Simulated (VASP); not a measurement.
**Mo3PbAu: single point with PBE**

The system is Mo3PbAu.

```
CELL_PARAMETERS angstrom
4.88450 0.00000 0.00000
0.00000 4.88450 0.00000
0.00000 0.00000 4.88450
ATOMIC_POSITIONS crystal
Mo 0.00000 0.50000 0.50000
Mo 0.50000 0.00000 0.50000
Mo 0.50000 0.50000 0.00000
Pb 0.00000 0.00000 0.00000
Au 0.50000 0.50000 0.50000
```

```json
{"Program": "VASP 6.6.1", "Task": "single point", "Functional": "PBE", "Potentials or basis": "VASP PAW PBE potentials, release 64 (Mo_sv, Pb_d, Au)", "Cutoff": "520 eV", "k mesh": "4 × 4 × 4", "Occupations": "gaussian, width 0.1 eV", "Spin": "no spin polarisation"}
```

| Property | Result |
| --- | --- |
| Pressure | 0.3 GPa |
| Band gap on the k mesh | zero (an odd number of electrons rules out a gap without spin polarisation) |

Levels at points of the mesh, in eV from the Fermi level:
| k point | band 31 | band 32 | band 33 | band 34 | band 35 | band 36 |
| --- | --- | --- | --- | --- | --- | --- |
| (0.00, 0.00, 0.00) | -0.45 | -0.45 | -0.06 | 0.34 | 0.34 | 0.34 |
| (0.50, 0.00, 0.00) | -1.06 | -0.44 | -0.41 | 0.10 | 0.13 | 0.17 |
| (0.50, 0.50, 0.00) | -0.85 | -0.85 | -0.21 | -0.10 | 0.16 | 0.18 |
| (0.50, 0.50, 0.50) | -1.14 | -1.14 | -1.14 | -0.85 | -0.85 | -0.85 |

It took 22 s on 1 thread of Oxide Virtual Turin-like Processor, on a shared host, peak memory 0.19 GiB.

Caveat: spin-orbit coupling is left out, which moves the levels of the heavy elements.
